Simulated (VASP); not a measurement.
Input of a VASP 6.6.1 run:

POSCAR

```
P
1.0
    3.3430000000      0.0000000000      0.0000000000
   -1.6715000000      2.8951229249      0.0000000000
    0.0000000000      0.0000000000     28.0000000000
P
2
Direct
    0.3333333333      0.6666666667      0.5000000000
    0.6666666667      0.3333333333      0.5000000000
```

The input INCAR.step1:

```
ALGO = Normal
DIPOL = 0.5 0.5 0.500
EDIFF = 1E-4
ENCUT = 520
GGA = PE
IDIPOL = 3
ISMEAR = 0
LASPH = True
LCHARG = False
LDIPOL = True
LREAL = False
LWAVE = True
NBANDS = 12
NELM = 100
PREC = Accurate
SIGMA = 0.02
```

File INCAR.step2:

```
ALGO = Normal
DIPOL = 0.5 0.5 0.500
EDIFF = 1E-6
ENCUT = 520
IDIPOL = 3
ISIF = 2
ISMEAR = 0
ISTART = 1
LASPH = True
LCHARG = False
LDIPOL = True
LMIXTAU = True
LREAL = False
LWAVE = False
METAGGA = R2SCAN
NBANDS = 12
NELM = 100
PREC = Accurate
SIGMA = 0.02
```

File KPOINTS:

```
k-points
0
Gamma
  9 9 1
```

Potentials or basis: VASP PAW PBE potentials, release 64 (P).

The run is started by

```sh
$ cat potpaw_PBE.64/P/POTCAR > POTCAR
$ cp INCAR.step1 INCAR
$ mpirun -np 1 vasp_std > vasp.out
$ cp INCAR.step2 INCAR
$ mpirun -np 1 vasp_std > vasp.out
```

**Question.** Predict the band gap on the k mesh.

**Answer.** Zero (bands 5 and 6 overlap by 1.93 eV).
